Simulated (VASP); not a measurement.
# Ge (P6_3/mmc) in VASP: a series of runs

Ge is run at these levels: r2SCAN; tasks: single point.

Everything below comes from runs of VASP 6.6.1. Logs are shortened: lines on timing, memory, paths and dates and some standing lists are left out, and cuts for length are marked.

## (1) The cell of the first run

Symmetry: P6_3/mmc, No. 194, hexagonal system. The conventional cell has a = 3.851 Å, b = 3.851 Å, c = 6.374 Å, α = 90.00°, β = 90.00°, γ = 120.00°. Ge (site symmetry 3m) has 4 Ge at 2.37 to 2.38 Å within 3.1 Å.

## (2) Single point, r2SCAN

POSCAR reads:

```
Ge
1.0
    3.8513951976      0.0000000000      0.0000000000
   -1.9256975988      3.3354060811      0.0000000000
    0.0000000000      0.0000000000      6.3744336357
Ge
4
Direct
    0.6666666667      0.3333333333      0.0633699677
    0.3333333333      0.6666666667      0.5633699677
    0.6666666667      0.3333333333      0.4366300323
    0.3333333333      0.6666666667      0.9366300323
```

INCAR.step1 reads:

```
PREC = Accurate
ENCUT = 520
ISMEAR = 0
SIGMA = 0.01
LREAL = False
LASPH = True
NELM = 60
NBANDS = 36
GGA = PE
ALGO = Normal
EDIFF = 1E-4
LWAVE = True
LCHARG = False
```

INCAR.step2 reads:

```
PREC = Accurate
ENCUT = 520
EDIFF = 1E-7
ISMEAR = 0
SIGMA = 0.01
LREAL = False
LASPH = True
NELM = 60
ALGO = Normal
ISIF = 2
LWAVE = False
LCHARG = False
METAGGA = R2SCAN
LMIXTAU = True
NBANDS = 36
ISTART = 1
```

KPOINTS reads:

```
regular mesh
0
Gamma
  12 12 6
```

Potentials or basis: VASP PAW PBE potentials, release 64 (Ge_d).

Started as:

```sh
$ cat potpaw_PBE.64/Ge_d/POTCAR > POTCAR
$ cp INCAR.step1 INCAR
$ mpirun -np 1 vasp_std > vasp.out
$ cp INCAR.step2 INCAR
$ mpirun -np 1 vasp_std > vasp.out
```

OUTCAR:

```text
PREC = Accurate
   ENCUT = 520
   EDIFF = 1E-7
   ISMEAR = 0
   LREAL = False
   LASPH = True
   NELM = 60
   ISIF = 2
   METAGGA = R2SCAN
   ISTART = 1

 ion  position               nearest neighbor table
   1  0.667  0.333  0.063-   4 2.37   4 2.37   4 2.37   3 2.38
   2  0.333  0.667  0.563-   3 2.37   3 2.37   3 2.37   4 2.38
   3  0.667  0.333  0.437-   2 2.37   2 2.37   2 2.37   1 2.38
   4  0.333  0.667  0.937-   1 2.37   1 2.37   1 2.37   2 2.38

  LATTYP: Found a hexagonal cell.
 ALAT       =     3.8513951976
 C/A-ratio  =     1.6550972592

  Lattice vectors:

 A1 = (   3.8513951976,   0.0000000000,   0.0000000000)
 A2 = (  -1.9256975988,   3.3354060811,   0.0000000000)
 A3 = (   0.0000000000,   0.0000000000,   6.3744336357)

Analysis of symmetry for initial positions (statically):
=====================================================================
 Subroutine PRICEL returns:
 Original cell was already a primitive cell.

 Routine SETGRP: Setting up the symmetry group for a
 hexagonal supercell.

 Subroutine GETGRP returns: Found 24 space group operations
 (whereof 12 operations were pure point group operations)
 out of a pool of 24 trial point group operations.

The static configuration has the point symmetry D_3d.
 The point group associated with its full space group is D_6h.

Analysis of symmetry for dynamics (positions and initial velocities):
=====================================================================
 Subroutine PRICEL returns:
 Original cell was already a primitive cell.

 Routine SETGRP: Setting up the symmetry group for a
 hexagonal supercell.

 Subroutine GETGRP returns: Found 24 space group operations
 (whereof 12 operations were pure point group operations)
 out of a pool of 24 trial point group operations.

The dynamic configuration has the point symmetry D_3d.
 The point group associated with its full space group is D_6h.

 Subroutine INISYM returns: Found 24 space group operations
 (whereof 12 operations are pure point group operations),
 and found     1 'primitive' translations

----------------------------------------------------------------------------------------

                                     Primitive cell

  volume of cell :      81.8858

  direct lattice vectors                    reciprocal lattice vectors
[... 83 lines left out ...]
   ISTART =      1    job   : 0-new  1-cont  2-samecut
   ICHARG =      0    charge: 1-file 2-atom 10-const
   ISPIN  =      1    spin polarized calculation?
   LNONCOLLINEAR =      F non collinear calculations
   LSORBIT =      F    spin-orbit coupling
   LASPH  =      T    aspherical Exc in radial PAW
   ENCUT  =  520.0 eV  38.22 Ry    6.18 a.u.   7.16  7.16 11.85*2*pi/ulx,y,z
   NELM   =     60;   NELMIN=  2; NELMDL=  0     # of ELM steps
   EDIFF  = 0.1E-06   stopping-criterion for ELM
   LREAL  =      F    real-space projection
   EDIFFG = 0.1E-05   stopping-criterion for IOM
   NSW    =      0    number of steps for IOM
   IBRION =     -1    ionic relax: 0-MD 1-quasi-New 2-CG
   NFREE  =      0    steps in history (QN), initial steepest desc. (CG)
   ISIF   =      2    stress and relaxation
   ISYM   =      2    0-nonsym 1-usesym 2-fastsym
   POTIM  = 0.5000    time-step for ionic-motion
   TEBEG  =    0.0;   TEEND  =   0.0 temperature during run
   PSTRESS=    0.0 pullay stress
   NELECT =      56.0000    total number of electrons
   NUPDOWN=      -1.0000    fix difference up-down
   EMIN   =  10.00;   EMAX   =-10.00  energy-range for DOS
   EFERMI =   0.00;   METHOD = LEGACY
   ISMEAR =     0;   SIGMA  =   0.01  broadening in eV -4-tet -1-fermi 0-gaus
   EFERMI_NEDOS =   21; number of points for ismear=-14 and -15
   IALGO  =     38    algorithm
   IMIX   =      4    mixing-type and parameters
     AMIX     =   0.40;   BMIX     =  1.00
     AMIX_MAG =   1.60;   BMIX_MAG =  1.00
  volume/ion in A,a.u.               =      20.47       138.15
  Fermi-wavevector in a.u.,A,eV,Ry     =   1.442341  2.725630 28.304859  2.080348
  Thomas-Fermi vector in A             =   2.560872
   LORBIT       =      0    0 simple, 1 ext, 2 COOP (PROOUT), +10 PAW based schemes
   METAGGA = R2SCAN    functional components
   LHFCALC =     F    Hartree Fock is set to
   AEXX    =    0.0000 exact exchange contribution
   IVDW    =     0    specifies the selected vdW correction
   LEPSILON=     F    determine dielectric tensor
   LRPA    =     F    only Hartree local field effects (RPA)
 non-spin polarized calculation
 Gauss-broadening in eV      SIGMA  =   0.01
  energy-cutoff  :      520.00
  volume of cell :       81.89
 maximum number of plane-waves:      2226
 NGX is ok and might be reduce to    30
   NGX = 15   NGY = 15   NGZ = 23

 number of electron      55.9999965 magnetization

 Free energy of the ion-electron system (eV)
  ---------------------------------------------------
  ext. energy  EPLUGINS =         0.00000000
  ---------------------------------------------------
  free energy    TOTEN  =       -55.14540069 eV

  energy without entropy =      -55.14540069  energy(sigma->0) =      -55.14540069

 E-fermi :   6.1620     XC(G=0): -11.3524

 val. band max:        6.0821726917   @ k =   0.0000   0.0000   0.0000
 cond. band min:       6.4709281281   @ k =   0.0000   0.0000   0.0000
 fundamental gap:      0.3887554364
 Fermi energy:         6.1620134451

 k-point     1 :       0.0000    0.0000    0.0000
  band No.  band energies     occupation
      1     -19.8764      2.00000
      2     -19.8764      2.00000
      3     -19.8230      2.00000
      4     -19.8218      2.00000
      5     -19.8218      2.00000
      6     -19.8105      2.00000
[... 925 lines left out ...]
     35      14.0078      0.00000
     36      14.6537      0.00000

 [... further k-points ...]
[... 5 lines left out ...]
  --------------------------------------------------------------------------------------
  -------------------------------------------------------------------------------------
  Total        5.1580931      5.1580931      5.1824049      0.0000000      0.0000000     -0.0000000
  in kB      100.9232787    100.9232787    101.3989649      0.0000000      0.0000000     -0.0000000
  external PRESSURE =     101.0818407 kB  Pullay stress =       0.0000000 kB

 VOLUME and BASIS-vectors are now :
 -----------------------------------------------------------------------------
  energy-cutoff  :      520.00
  volume of cell :       81.89
      direct lattice vectors                 reciprocal lattice vectors
     3.851395198  0.000000000  0.000000000     0.259646167  0.149906784  0.000000000
    -1.925697599  3.335406081  0.000000000     0.000000000  0.299813569  0.000000000
     0.000000000  0.000000000  6.374433636     0.000000000  0.000000000  0.156876682

 POSITION                                       TOTAL-FORCE (eV/Angst)
 -----------------------------------------------------------------------------------
      1.92570      1.11180      0.40395        -0.000000      0.000000      0.007605
     -0.00000      2.22360      3.59116         0.000000     -0.000000      0.007605
      1.92570      1.11180      2.78327        -0.000000      0.000000     -0.007605
     -0.00000      2.22360      5.97049         0.000000     -0.000000     -0.007605
 -----------------------------------------------------------------------------------
    total drift:                               -0.000000      0.000000      0.000000

  FREE ENERGIE OF THE ION-ELECTRON SYSTEM (eV)
  ---------------------------------------------------
  free  energy   TOTEN  =       -55.1454006884 eV

  energy  without entropy=      -55.1454006884  energy(sigma->0) =      -55.14540069
```

Wall time 20 min (1 thread of Oxide Virtual Turin-like, shared host); peak memory 0.27 GiB.

What came out:

| Quantity | Value |
| --- | --- |
| Free energy | -55.1454 eV |
| Pressure | 10.1 GPa |
| Largest force | 0.008 eV/Å |
| Band gap on the k mesh | 0.39 eV, direct |

Forces on the atoms (eV/Å):
```
Ge   0.000  0.000  0.008
Ge   0.000  0.000  0.008
Ge   0.000  0.000 -0.008
Ge   0.000  0.000 -0.008
```

Caveat: the PAW data sets were made with another functional, which shifts forces and pressure a little.

## (3) Single point, r2SCAN

This run uses another cell than the first one, of 21.47 Å³/atom, 1.049 times its volume.

POSCAR reads:

```
Ge
1.0
    3.9137433245      0.0000000000      0.0000000000
   -1.9568716622      3.3894011429      0.0000000000
    0.0000000000      0.0000000000      6.4750715231
Ge
4
Direct
    0.6666666667      0.3333333333      0.0632192497
    0.3333333333      0.6666666667      0.5632192497
    0.6666666667      0.3333333333      0.4367807503
    0.3333333333      0.6666666667      0.9367807503
```

INCAR.step1 reads:

```
PREC = Accurate
ENCUT = 520
ISMEAR = 0
SIGMA = 0.01
LREAL = F
LASPH = T
NELM = 80
NBANDS = 36
GGA = PE
ALGO = Normal
EDIFF = 1E-4
LWAVE = T
LCHARG = F
```

INCAR.step2 reads:

```
PREC = Accurate
ENCUT = 520
EDIFF = 1E-6
ISMEAR = 0
SIGMA = 0.01
LREAL = F
LASPH = T
NELM = 80
ALGO = Normal
ISIF = 2
LWAVE = F
LCHARG = F
METAGGA = R2SCAN
LMIXTAU = T
NBANDS = 36
ISTART = 1
```

KPOINTS is that of step 2.

Potentials or basis: VASP PAW PBE potentials, release 64 (Ge_d).

Started as:

```sh
$ cat potpaw_PBE.64/Ge_d/POTCAR > POTCAR
$ cp INCAR.step1 INCAR
$ mpirun -np 1 vasp_std > vasp.out
$ cp INCAR.step2 INCAR
$ mpirun -np 1 vasp_std > vasp.out
```

OUTCAR:

```text
PREC = Accurate
   ENCUT = 520
   EDIFF = 1E-6
   ISMEAR = 0
   LREAL = F
   LASPH = T
   NELM = 80
   ISIF = 2
   METAGGA = R2SCAN
   ISTART = 1

 ion  position               nearest neighbor table
   1  0.667  0.333  0.063-   4 2.40   4 2.40   4 2.40   3 2.42
   2  0.333  0.667  0.563-   3 2.40   3 2.40   3 2.40   4 2.42
   3  0.667  0.333  0.437-   2 2.40   2 2.40   2 2.40   1 2.42
   4  0.333  0.667  0.937-   1 2.40   1 2.40   1 2.40   2 2.42

  LATTYP: Found a hexagonal cell.
 ALAT       =     3.9137433245
 C/A-ratio  =     1.6544446036

  Lattice vectors:

 A1 = (   3.9137433245,   0.0000000000,   0.0000000000)
 A2 = (  -1.9568716622,   3.3894011429,   0.0000000000)
 A3 = (   0.0000000000,   0.0000000000,   6.4750715231)

Analysis of symmetry for initial positions (statically):
=====================================================================
 Subroutine PRICEL returns:
 Original cell was already a primitive cell.

 Routine SETGRP: Setting up the symmetry group for a
 hexagonal supercell.

 Subroutine GETGRP returns: Found 24 space group operations
 (whereof 12 operations were pure point group operations)
 out of a pool of 24 trial point group operations.

The static configuration has the point symmetry D_3d.
 The point group associated with its full space group is D_6h.

Analysis of symmetry for dynamics (positions and initial velocities):
=====================================================================
 Subroutine PRICEL returns:
 Original cell was already a primitive cell.

 Routine SETGRP: Setting up the symmetry group for a
 hexagonal supercell.

 Subroutine GETGRP returns: Found 24 space group operations
 (whereof 12 operations were pure point group operations)
 out of a pool of 24 trial point group operations.

The dynamic configuration has the point symmetry D_3d.
[... 116 lines left out ...]
   NUPDOWN=      -1.0000    fix difference up-down
   EMIN   =  10.00;   EMAX   =-10.00  energy-range for DOS
   EFERMI =   0.00;   METHOD = LEGACY
   ISMEAR =     0;   SIGMA  =   0.01  broadening in eV -4-tet -1-fermi 0-gaus
   EFERMI_NEDOS =   21; number of points for ismear=-14 and -15
   IALGO  =     38    algorithm
   IMIX   =      4    mixing-type and parameters
     AMIX     =   0.40;   BMIX     =  1.00
     AMIX_MAG =   1.60;   BMIX_MAG =  1.00
  volume/ion in A,a.u.               =      21.47       144.91
  Fermi-wavevector in a.u.,A,eV,Ry     =   1.419551  2.682562 27.417425  2.015124
  Thomas-Fermi vector in A             =   2.540559
   LORBIT       =      0    0 simple, 1 ext, 2 COOP (PROOUT), +10 PAW based schemes
   METAGGA = R2SCAN    functional components
   LHFCALC =     F    Hartree Fock is set to
   AEXX    =    0.0000 exact exchange contribution
   IVDW    =     0    specifies the selected vdW correction
   LEPSILON=     F    determine dielectric tensor
   LRPA    =     F    only Hartree local field effects (RPA)
 non-spin polarized calculation
 Gauss-broadening in eV      SIGMA  =   0.01
  energy-cutoff  :      520.00
  volume of cell :       85.89
 maximum number of plane-waves:      2364
 NGX is ok and might be reduce to    30
   NGX = 15   NGY = 15   NGZ = 25

 number of electron      55.9999941 magnetization

 Free energy of the ion-electron system (eV)
  ---------------------------------------------------
  ext. energy  EPLUGINS =         0.00000000
  ---------------------------------------------------
  free energy    TOTEN  =       -55.33444868 eV

  energy without entropy =      -55.33444868  energy(sigma->0) =      -55.33444868

 E-fermi :   5.5958     XC(G=0): -11.0947

 val. band max:        5.5469678903   @ k =   0.0000   0.0000   0.0000
 cond. band min:       5.7988822044   @ k =   0.0000   0.0000   0.0000
 fundamental gap:      0.2519143142
 Fermi energy:         5.5957694677

 k-point     1 :       0.0000    0.0000    0.0000
  band No.  band energies     occupation
      1     -20.2882      2.00000
      2     -20.2882      2.00000
      3     -20.2409      2.00000
      4     -20.2404      2.00000
      5     -20.2404      2.00000
      6     -20.2284      2.00000
[... 925 lines left out ...]
     35      13.2382      0.00000
     36      13.8354      0.00000

 [... further k-points ...]
[... 5 lines left out ...]
  --------------------------------------------------------------------------------------
  -------------------------------------------------------------------------------------
  Total        2.7028780      2.7028780      2.6793936      0.0000000      0.0000000      0.0000000
  in kB       50.4170165     50.4170165     49.9789603      0.0000000      0.0000000      0.0000000
  external PRESSURE =      50.2709977 kB  Pullay stress =       0.0000000 kB

 VOLUME and BASIS-vectors are now :
 -----------------------------------------------------------------------------
  energy-cutoff  :      520.00
  volume of cell :       85.89
      direct lattice vectors                 reciprocal lattice vectors
     3.913743324  0.000000000  0.000000000     0.255509858  0.147518685  0.000000000
    -1.956871662  3.389401143  0.000000000     0.000000000  0.295037370  0.000000000
     0.000000000  0.000000000  6.475071523     0.000000000  0.000000000  0.154438449

 POSITION                                       TOTAL-FORCE (eV/Angst)
 -----------------------------------------------------------------------------------
      1.95687      1.12980      0.40935        -0.000000     -0.000000      0.007184
     -0.00000      2.25960      3.64688         0.000000      0.000000      0.007184
      1.95687      1.12980      2.82819        -0.000000     -0.000000     -0.007184
     -0.00000      2.25960      6.06572         0.000000      0.000000     -0.007184
 -----------------------------------------------------------------------------------
    total drift:                               -0.000000      0.000000      0.000000

  FREE ENERGIE OF THE ION-ELECTRON SYSTEM (eV)
  ---------------------------------------------------
  free  energy   TOTEN  =       -55.3344486796 eV

  energy  without entropy=      -55.3344486796  energy(sigma->0) =      -55.33444868
```

OSZICAR.step1:

```text
N       E                     dE             d eps       ncg     rms          rms(c)
DAV:   1     0.493343568604E+03    0.49334E+03   -0.28305E+04  6416   0.439E+03
DAV:   2     0.674844243634E+02   -0.42586E+03   -0.41531E+03  5480   0.806E+02
DAV:   3    -0.133914697235E+02   -0.80876E+02   -0.79693E+02  5912   0.207E+02
DAV:   4    -0.179108749083E+02   -0.45194E+01   -0.45019E+01  6416   0.574E+01
DAV:   5    -0.180008617272E+02   -0.89987E-01   -0.89959E-01  6156   0.896E+00    0.489E+00
DAV:   6    -0.178577042861E+02    0.14316E+00   -0.71258E-02  6096   0.191E+00    0.288E+00
DAV:   7    -0.177821977833E+02    0.75507E-01   -0.12398E-01  6024   0.229E+00    0.201E-01
DAV:   8    -0.177856927986E+02   -0.34950E-02   -0.12826E-02  6072   0.938E-01    0.883E-02
DAV:   9    -0.177864696205E+02   -0.77682E-03   -0.85822E-04  4752   0.130E-01    0.217E-02
DAV:  10    -0.177864959656E+02   -0.26345E-04   -0.54234E-05  4572   0.804E-02
   1 F= -.17786496E+02 E0= -.17786489E+02  d E =-.130837E-04
```

Wall time 15 min (1 thread of Oxide Virtual Turin-like, shared host); peak memory 0.28 GiB.

Results:

```yaml
Free_energy: -55.3344 eV
Pressure: 5.0 GPa
Largest_force: 0.007 eV/Å
Band_gap_on_the_k_mesh: 0.25 eV, direct
```

Forces on the atoms (eV/Å):
```
Ge   0.000  0.000  0.007
Ge   0.000  0.000  0.007
Ge   0.000  0.000 -0.007
Ge   0.000  0.000 -0.007
```

Levels at points of the mesh, in eV from the valence-band top:
```csv
k point,band 26,band 27,band 28,band 29,band 30,band 31
"(0.00, 0.00, 0.00)",-0.36,0.00,0.00,0.25,0.81,2.26
"(0.50, 0.00, 0.00)",-3.59,-3.30,-1.77,0.55,1.99,3.67
"(0.00, 0.00, 0.50)",-1.11,-1.11,-1.11,1.07,1.07,3.49
"(0.50, 0.00, 0.50)",-2.99,-2.86,-2.86,0.64,0.64,2.19
```

Caveat: the PAW data sets were made with another functional, which shifts forces and pressure a little. A k mesh can miss the band edges.

(Part 1 of 2 ends here.)
